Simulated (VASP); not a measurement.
Ta:

```
CELL_PARAMETERS angstrom
-1.65556 1.65556 1.65556
1.65556 -1.65556 1.65556
1.65556 1.65556 -1.65556
ATOMIC_POSITIONS crystal
Ta 0.00000 0.00000 0.00000
```

Base run:

```yaml
Program: VASP 6.6.1
Functional: r2SCAN
Potentials_or_basis: VASP PAW PBE potentials, release 64 (Ta_pv)
Cutoff: 520 eV
k_mesh: 10 × 10 × 10
Occupations: fermi-dirac, width 0.02 eV
Spin: no spin polarisation
```

Its results: pressure 0.6 GPa.

The run is repeated on the same cell with these changes: functional from r2SCAN to PBE; further incar settings from ALGO = Normal; EDIFF = 1e-06; NBANDS = 12 to ALGO = Normal; EDIFF = 1e-07; NBANDS = 12. What comes out?

Pressure 3.3 GPa.

Caveats: the PAW data sets were made with another functional, which shifts forces and pressure a little (some runs).
